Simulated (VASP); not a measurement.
Input of a VASP 6.6.1 run:

INCAR

```
PREC     = Accurate       # precision mode
ENCUT    = 520            # plane-wave cutoff, eV
EDIFF    = 1E-8           # SCF threshold, eV
ISMEAR   = -1             # smearing method
SIGMA    = 0.15           # smearing width, eV
LREAL    = F              # projectors in reciprocal space
LASPH    = T              # aspherical terms in the spheres
NELM     = 100            # most SCF steps
ALGO     = Normal         # electronic algorithm
ISIF     = 2              # what is computed and relaxed
LWAVE    = F              # write WAVECAR
LCHARG   = T              # write CHGCAR
GGA      = CA             # functional
NBANDS   = 18             # bands
IBRION   = 8              # ionic algorithm
NSW      = 1              # ionic steps
```

KPOINTS

```
regular mesh
0
Gamma
  10 10 10
```

POSCAR

```
SrTl
1.0
    3.9287918036      0.0000000000      0.0000000000
    0.0000000000      3.9287918036      0.0000000000
    0.0000000000      0.0000000000      3.9287918036
Sr Tl
1 1
Direct
    0.0000000000      0.0000000000      0.0000000000
    0.5000000000      0.5000000000      0.5000000000
```

Potentials or basis: VASP PAW LDA potentials, release 64 (Sr_sv, Tl_d).

Command:

```console
$ cat potpaw_LDA.64/Sr_sv/POTCAR potpaw_LDA.64/Tl_d/POTCAR > POTCAR
$ mpirun -np 1 vasp_std > vasp.out
```

Predict the highest phonon frequency at Γ.

100 cm⁻¹.

Phonon frequencies in cm⁻¹ (negative: imaginary):
| q point | frequencies |
| --- | --- |
| (0.000, 0.000, 0.000) | 0 0 0 100 100 100 |
